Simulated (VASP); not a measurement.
# W (R-3m) in VASP: single point with LDA

Aim: the single point of W with LDA.

Program: VASP 6.6.1. These are calculated values, not measurements. Logs are shortened: lines on timing, memory, paths and dates and some standing lists are left out, and cuts for length are marked.

**1. The cell of the first run**

It takes space group R-3m (No. 166, trigonal). Conventional cell: a = 2.842 Å, b = 2.842 Å, c = 7.173 Å, α = 90.00°, β = 90.00°, γ = 120.00°. Within 3.7 Å of W (site symmetry -3m) lie 12 W at 2.84 to 2.90 Å.

**2. Single point, LDA (equal xy, yz and zx shear strains of +2 %)**

INCAR reads:

```
  PREC = Accurate
  ENCUT = 520
  EDIFF = 1E-6
  ISMEAR = -1
  SIGMA = 0.05
  LREAL = False
  LASPH = True
  NELM = 80
  ALGO = Normal
  ISIF = 2
  LWAVE = False
  LCHARG = False
  NBANDS = 13
```

KPOINTS reads:

```
Automatic mesh
0
Gamma
  14 14 14
```

POSCAR reads:

```
W
1.0
    0.0406000000      2.0503000000      2.0503000000
    2.0503000000      0.0406000000      2.0503000000
    2.0503000000      2.0503000000      0.0406000000
W
1
Direct
    0.0000000000      0.0000000000      0.0000000000
```

Potentials or basis: VASP PAW LDA potentials, release 64 (W_sv).

The run is started by

```console
$ cat potpaw_LDA.64/W_sv/POTCAR > POTCAR
$ mpirun -np 1 vasp_std > vasp.out
```

OUTCAR:

```text
PREC = Accurate
   ENCUT = 520
   EDIFF = 1E-6
   ISMEAR = -1
   LREAL = False
   LASPH = True
   NELM = 80
   ISIF = 2

 ion  position               nearest neighbor table
   1  0.000  0.000  0.000-

  LATTYP: Found a trigonal (rhomboedric) cell.
 ALAT       =     2.8998462959
 COS(alpha) =     0.5197000882

  Lattice vectors:

 A1 = (   0.0406000000,   2.0503000000,   2.0503000000)
 A2 = (   2.0503000000,   0.0406000000,   2.0503000000)
 A3 = (   2.0503000000,   2.0503000000,   0.0406000000)

Analysis of symmetry for initial positions (statically):
=====================================================================
 Subroutine PRICEL returns:
 Original cell was already a primitive cell.

 Routine SETGRP: Setting up the symmetry group for a
 trigonal (rhombohedral) supercell.

 Subroutine GETGRP returns: Found 12 space group operations
 (whereof 12 operations were pure point group operations)
 out of a pool of 12 trial point group operations.

The static configuration has the point symmetry D_3d.

Analysis of symmetry for dynamics (positions and initial velocities):
=====================================================================
 Subroutine PRICEL returns:
 Original cell was already a primitive cell.

 Routine SETGRP: Setting up the symmetry group for a
 trigonal (rhombohedral) supercell.

 Subroutine GETGRP returns: Found 12 space group operations
 (whereof 12 operations were pure point group operations)
 out of a pool of 12 trial point group operations.

The dynamic configuration has the point symmetry D_3d.

 Subroutine INISYM returns: Found 12 space group operations
 (whereof 12 operations are pure point group operations),
 and found     1 'primitive' translations

----------------------------------------------------------------------------------------

                                     Primitive cell

  volume of cell :      16.7259

  direct lattice vectors                    reciprocal lattice vectors
     0.040600000  2.050300000  2.050300000    -0.251232503  0.246354202  0.246354202
     2.050300000  0.040600000  2.050300000     0.246354202 -0.251232503  0.246354202
     2.050300000  2.050300000  0.040600000     0.246354202  0.246354202 -0.251232503

  length of vectors
     2.899846296  2.899846296  2.899846296     0.429532951  0.429532951  0.429532951

  position of ions in fractional coordinates (direct lattice)
     0.000000000  0.000000000  0.000000000

  ion indices of the primitive-cell ions
   primitive index   ion index
                 1           1

----------------------------------------------------------------------------------------

 KPOINTS: Automatic mesh

Automatic generation of k-mesh.
 Grid dimensions read from file:
 generate k-points for:   14   14   14

 Generating k-lattice:

  Cartesian coordinates                     Fractional coordinates (reciprocal lattice)
    -0.017945179  0.017596729  0.017596729     0.071428571  0.000000000  0.000000000
     0.017596729 -0.017945179  0.017596729     0.000000000  0.071428571  0.000000000
     0.017596729  0.017596729 -0.017945179     0.000000000  0.000000000  0.071428571

  Length of vectors
     0.030680925  0.030680925  0.030680925

  Shift w.r.t. Gamma in fractional coordinates (k-lattice)
     0.000000000  0.000000000  0.000000000

 Subroutine IBZKPT returns following result:
 ===========================================

 Found    288 irreducible k-points:

 Following reciprocal coordinates:
            Coordinates               Weight
  0.000000  0.000000  0.000000      1.000000
  0.071429  0.000000  0.000000      6.000000
  0.142857 -0.000000 -0.000000      6.000000
  0.214286  0.000000  0.000000      6.000000
  0.285714  0.000000 -0.000000      6.000000
  0.357143 -0.000000 -0.000000      6.000000
[... 16 lines left out ...]
  0.214286  0.142857 -0.000000     12.000000
  0.285714  0.142857 -0.000000     12.000000
 [... further k-points ...]
   k-points           NKPTS =    288   k-points in BZ     NKDIM =    288   number of bands    NBANDS=     13
   number of dos      NEDOS =    301   number of ions     NIONS =      1
   total plane-waves  NPLWV =  13824
   dimension x,y,z NGX =    24 NGY =   24 NGZ =   24
   dimension x,y,z NGXF=    48 NGYF=   48 NGZF=   48
   ions per type =               1
   NGX,Y,Z   is equivalent  to a cutoff of  13.76, 13.76, 13.76 a.u.
   NGXF,Y,Z  is equivalent  to a cutoff of  27.52, 27.52, 27.52 a.u.
 SYSTEM =  unknown system
   PREC   = accura    normal or accurate (medium, high low for compatibility)
   ISTART =      0    job   : 0-new  1-cont  2-samecut
   ICHARG =      2    charge: 1-file 2-atom 10-const
   ISPIN  =      1    spin polarized calculation?
   LNONCOLLINEAR =      F non collinear calculations
   LSORBIT =      F    spin-orbit coupling
   LASPH  =      T    aspherical Exc in radial PAW
   ENCUT  =  520.0 eV  38.22 Ry    6.18 a.u.   5.39  5.39  5.39*2*pi/ulx,y,z
   NELM   =     80;   NELMIN=  2; NELMDL= -5     # of ELM steps
   EDIFF  = 0.1E-05   stopping-criterion for ELM
   LREAL  =      F    real-space projection
[... 7 lines left out ...]
   TEBEG  =    0.0;   TEEND  =   0.0 temperature during run
   PSTRESS=    0.0 pullay stress
   NELECT =      14.0000    total number of electrons
   NUPDOWN=      -1.0000    fix difference up-down
   EMIN   =  10.00;   EMAX   =-10.00  energy-range for DOS
   EFERMI =   0.00;   METHOD = LEGACY
   ISMEAR =    -1;   SIGMA  =   0.05  broadening in eV -4-tet -1-fermi 0-gaus
   EFERMI_NEDOS =   21; number of points for ismear=-14 and -15
   IALGO  =     38    algorithm
   IMIX   =      4    mixing-type and parameters
     AMIX     =   0.40;   BMIX     =  1.00
     AMIX_MAG =   1.60;   BMIX_MAG =  1.00
  volume/ion in A,a.u.               =      16.73       112.87
  Fermi-wavevector in a.u.,A,eV,Ry     =   1.542841  2.915548 32.386759  2.380360
  Thomas-Fermi vector in A             =   2.648589
   LORBIT       =      0    0 simple, 1 ext, 2 COOP (PROOUT), +10 PAW based schemes
   GGA     = CA    functional components
   LHFCALC =     F    Hartree Fock is set to
   AEXX    =    0.0000 exact exchange contribution
   IVDW    =     0    specifies the selected vdW correction
   LEPSILON=     F    determine dielectric tensor
   LRPA    =     F    only Hartree local field effects (RPA)
 non-spin polarized calculation
  energy-cutoff  :      520.00
  volume of cell :       16.73
 maximum number of plane-waves:       465
 NGX is ok and might be reduce to    24
   NGX = 11   NGY = 11   NGZ = 11

 number of electron      14.0000000 magnetization

 Free energy of the ion-electron system (eV)
  ---------------------------------------------------
  ext. energy  EPLUGINS =         0.00000000
  ---------------------------------------------------
  free energy    TOTEN  =       -13.57295479 eV

  energy without entropy =      -13.56395241  energy(sigma->0) =      -13.56845360

 E-fermi :  10.0972     XC(G=0): -13.5206

 val. band max:       10.0874787292   @ k =   0.1429  -0.0000  -0.0000
 cond. band min:      10.1020630169   @ k =   0.2857   0.0000  -0.0000
 fundamental gap:      0.0145842877
 Fermi energy:        10.0971550854

 k-point     1 :       0.0000    0.0000    0.0000
  band No.  band energies     occupation
      1     -63.1794      2.00000
      2     -27.1358      2.00000
      3     -27.0489      2.00000
      4     -27.0489      2.00000
      5       1.2897      2.00000
      6       9.1813      2.00000
      7       9.6888      1.99943
      8       9.6888      1.99943
      9      12.5448      0.00000
     10      12.5448      0.00000
     11      22.9392      0.00000
     12      27.5144      0.00000
     13      28.2682      0.00000

 k-point     2 :       0.0714    0.0000    0.0000
  band No.  band energies     occupation
      1     -63.1742      2.00000
      2     -27.1511      2.00000
      3     -27.1001      2.00000
      4     -27.0576      2.00000
      5       1.5128      2.00000
      6       9.2492      2.00000
      7       9.5484      1.99997
      8       9.8071      1.99397
      9      12.4378      0.00000
     10      12.4494      0.00000
     11      23.3855      0.00000
     12      27.1961      0.00000
     13      28.0701      0.00000

 k-point     3 :       0.1429   -0.0000   -0.0000
  band No.  band energies     occupation
      1     -63.1597      2.00000
      2     -27.2842      2.00000
      3     -27.1506      2.00000
      4     -27.0818      2.00000
      5       2.1414      2.00000
      6       9.0475      2.00000
      7       9.5802      1.99994
      8      10.0875      1.09646
      9      12.2402      0.00000
     10      12.2808      0.00000
     11      24.3818      0.00000
     12      25.8577      0.00000
     13      29.2519      0.00000
[... 305 lines left out ...]
 k-point    23 :       0.2143    0.1429   -0.0000
  band No.  band energies     occupation
      1     -63.1389      2.00000
      2     -27.4320      2.00000
      3     -27.2255      2.00000
      4     -27.1566      2.00000
      5       3.0981      2.00000
      6       8.1275      2.00000
      7      10.2510      0.08807
      8      10.5242      0.00039
      9      11.2282      0.00000
     10      13.1109      0.00000
     11      25.9379      0.00000
     12      26.5331      0.00000
     13      28.8910      0.00000

 k-point    24 :       0.2857    0.1429   -0.0000
  band No.  band energies     occupation
      1     -63.1186      2.00000
      2     -27.6269      2.00000
      3     -27.2657      2.00000
      4     -27.1996      2.00000
      5       3.9886      2.00000
      6       7.8772      2.00000
      7       9.7432      1.99832
      8      10.5618      0.00018
      9      12.0587      0.00000
     10      13.5240      0.00000
     11      24.7030      0.00000
     12      27.6524      0.00000
     13      29.3716      0.00000

 [... further k-points ...]

------------------------ aborting loop because EDIFF is reached ----------------------------------------

  FORCE on cell =-STRESS in cart. coord.  units (eV):
  Direction    XX          YY          ZZ          XY          YZ          ZX
  --------------------------------------------------------------------------------------
  -------------------------------------------------------------------------------------
  Total       -1.6735234     -1.6735234     -1.6735234      0.1510028      0.1510028      0.1510028
  in kB     -160.3074440   -160.3074440   -160.3074440     14.4646205     14.4646205     14.4646205
  external PRESSURE =    -160.3074440 kB  Pullay stress =       0.0000000 kB

 VOLUME and BASIS-vectors are now :
 -----------------------------------------------------------------------------
  energy-cutoff  :      520.00
  volume of cell :       16.73
      direct lattice vectors                 reciprocal lattice vectors
     0.040600000  2.050300000  2.050300000    -0.251232503  0.246354202  0.246354202
     2.050300000  0.040600000  2.050300000     0.246354202 -0.251232503  0.246354202
     2.050300000  2.050300000  0.040600000     0.246354202  0.246354202 -0.251232503

 POSITION                                       TOTAL-FORCE (eV/Angst)
 -----------------------------------------------------------------------------------
      0.00000      0.00000      0.00000         0.000000      0.000000      0.000000
 -----------------------------------------------------------------------------------
    total drift:                               -0.000000      0.000000      0.000000

  FREE ENERGIE OF THE ION-ELECTRON SYSTEM (eV)
  ---------------------------------------------------
  free  energy   TOTEN  =       -13.5729547924 eV

  energy  without entropy=      -13.5639524114  energy(sigma->0) =      -13.56845360
```

It took 45 s on 1 thread of AMD EPYC 7R13 (Zen 3), shared host; peak memory 0.15 GiB.

What came out:

```yaml
Free_energy: -13.5730 eV
Pressure: -16.0 GPa
Band_gap_on_the_k_mesh: zero (band 7 reaches 13.18 eV, above the bottom of band 8 at 9.66 eV)
```

Caveat: the cell differs from its parent crystal (equal xy, yz and zx shear strains of +2 %); spin-orbit coupling is left out, which moves the levels of the heavy elements.
